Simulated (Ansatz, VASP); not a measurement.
CaO in VASP and in Ansatz

File POSCAR:

```
CaO
1.0
    0.0000000000      2.3846033482      2.3975501188
    2.3846033482      0.0000000000      2.3975501188
    2.3846033482      2.3846033482      0.0000000000
Ca O
1 1
Direct
    0.0000000000      0.0000000000      0.0000000000
    0.5000000000      0.5000000000      0.5000000000
```

Contents of INCAR.step1:

```
SYSTEM = CaO
  PREC = Accurate
  ENCUT = 520
  ISMEAR = 0
  SIGMA = 0.01
  LREAL = .False.
  LASPH = .True.
  NELM = 60
  NBANDS = 15
  GGA = PE
  ALGO = Normal
  EDIFF = 1E-4
  LWAVE = .True.
  LCHARG = .False.
```

Contents of INCAR.step2:

```
SYSTEM = CaO
  PREC = Accurate
  ENCUT = 520
  EDIFF = 1E-6
  ISMEAR = 0
  SIGMA = 0.01
  LREAL = .False.
  LASPH = .True.
  NELM = 60
  ALGO = Normal
  ISIF = 2
  LWAVE = .False.
  LCHARG = .True.
  METAGGA = R2SCAN
  LMIXTAU = .True.
  LELF = .True.
  LVHAR = .True.
  NBANDS = 15
  ISTART = 1
```

File KPOINTS:

```
regular mesh
0
Gamma
  10 10 10
  0 0 0
```

Input for Ansatz:

```yaml
crystal:
  lattice:
    - [0.0, 2.3846033482, 2.3975501188]
    - [2.3846033482, 0.0, 2.3975501188]
    - [2.3846033482, 2.3846033482, 0.0]
  atoms:
    - { symbol: Ca, position: [0.0, 0.0, 0.0] }
    - { symbol: O, position: [0.5, 0.5, 0.5] }
kpoints:
  mp_grid: { grid: [10, 10, 10] }
  band_path:
    path:
      - [0.0, 0.0, 0.0]
      - [0.5, 0.0, 0.5]
      - [0.625, 0.25, 0.625]
      - [0.375, 0.375, 0.75]
      - [0.5, 0.5, 0.5]
      - [0.5, 0.25, 0.75]
    npoints: 1
hamiltonian:
  xc: r2scan
scf:
  occupations: { method: fixed }
  n_extra_bands: 4
output:
  forces: true
  stress: true
  eigenvalues: true
```

Change from the starting cell: biaxial_xy strain -0.5%.

Alike in both runs: task single point; functional r2SCAN; k mesh 10 × 10 × 10; no spin polarisation.

```csv
,VASP,Ansatz
version,VASP 6.6.1,Ansatz 0.2.0
potentials or method,"VASP PAW PBE potentials, release 64 (Ca_sv, O)","plane waves, PAW"
plane-wave cutoff (eV),520,500
occupations,"gaussian, width 0.01 eV",fixed
valence electrons in the cell,16,16
```

|  | VASP | Ansatz | Ansatz less VASP |
| --- | --- | --- | --- |
| gap on the k mesh at the Fermi level (eV) | 4.17 | 4.19 | +0.013 |
| pressure (GPa) | 2.4 | 1.3 | -1.11 |
| traceless stress, the component that is largest in VASP (GPa) | -0.70 | -0.65 | +0.047 |

VASP's potentials were made for PBE, not for r2SCAN.
